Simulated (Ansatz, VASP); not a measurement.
# InPd in VASP and in Ansatz

INCAR

```
PREC     = Accurate       # precision mode
ENCUT    = 520            # plane-wave cutoff, eV
EDIFF    = 1E-7           # SCF threshold, eV
ISMEAR   = -1             # smearing method
SIGMA    = 0.05           # smearing width, eV
LREAL    = F              # projectors in reciprocal space
LASPH    = T              # aspherical terms in the spheres
NELM     = 80             # most SCF steps
ALGO     = Fast           # electronic algorithm
ISIF     = 2              # what is computed and relaxed
LWAVE    = F              # write WAVECAR
LCHARG   = T              # write CHGCAR
GGA      = PE             # functional
LELF     = T              # ELF
LVHAR    = T            
NBANDS   = 18             # bands
```

File KPOINTS:

```
Automatic mesh
0
Gamma
  8 8 8
```

Contents of POSCAR:

```
InPd
1.0
    0.0000000000      2.7822066440      2.7822066440
    2.7822066440      0.0000000000      2.7822066440
    2.7822066440      2.7822066440      0.0000000000
In Pd
1 1
Direct
    0.0000000000      0.0000000000      0.0000000000
    0.5000000000      0.5000000000      0.5000000000
```

File input.yaml:

```yaml
crystal:
  lattice:
    - [0.0, 2.782206644, 2.782206644]
    - [2.782206644, 0.0, 2.782206644]
    - [2.782206644, 2.782206644, 0.0]
  atoms:
    - { symbol: In, position: [0.0, 0.0, 0.0] }
    - { symbol: Pd, position: [0.5, 0.5, 0.5] }
hamiltonian:
  xc: pbe
  pseudopotentials: { kind: paw, azcp: { folder: soft_1 } }
kpoints:
  mp_grid: { grid: [8, 8, 8] }
scf:
  occupations: { method: fermi_dirac, width: 0.05 }
output:
  forces: true
  stress: true
  eigenvalues: true
```

Alike in both runs: task single point; functional PBE; k mesh 8 × 8 × 8; occupations fermi-dirac, width 0.05 eV; no spin polarisation.

|  | VASP | Ansatz |
| --- | --- | --- |
| version | VASP 6.6.1 | Ansatz 0.2.0 |
| potentials or method | VASP PAW PBE potentials, release 64 (In_d, Pd) | Ansatz PAW soft_1 |
| plane-wave cutoff (eV) | 520 | 420 |
| valence electrons in the cell | 23 | 31 |

|  | VASP | Ansatz | Ansatz less VASP |
| --- | --- | --- | --- |
| gap on the k mesh at the Fermi level (eV) | none | none | - |
| pressure (GPa) | -2.8 | -2.9 | -0.06 |

A gap of «none» marks a metal or a gap that the smearing closes. VASP's potentials hold 23 valence electrons a cell and Ansatz's 31, so a difference there can come from the potentials and not from the codes.
